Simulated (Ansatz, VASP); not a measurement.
## Two plane-wave programs on Sc

```
Sc
1.0
     3.20196    0.00000    0.00000
     1.50211    2.84414    0.00000
     1.54899    0.92645    2.67418
Sc
1
Direct
  0.00000 0.00000 0.00000
```

Alike in both runs: task single point; functional PBE; k mesh 6 × 6 × 6; occupations gaussian, width 0.1 eV; no spin polarisation.

|  | VASP | Ansatz |
| --- | --- | --- |
| version | VASP 6.6.1 | Ansatz 0.2.0 |
| potentials or method | VASP PAW PBE potentials, release 64 (Sc_sv), cutoff 520 eV | scalar-relativistic, plane waves, PAW |
| valence electrons in the cell | 11 | 11 |

|  | VASP | Ansatz | Ansatz less VASP |
| --- | --- | --- | --- |
| gap on the k mesh at the Fermi level (eV) | none | none | - |
| pressure (GPa) | 0.7 | 0.7 | -0.03 |
| traceless stress, the component that is largest in VASP (GPa) | 1.05 | 1.05 | +0.002 |

A gap of «none» marks a metal or a gap that the smearing closes.

The k mesh is coarse, so the values compare programs but aren't converged.
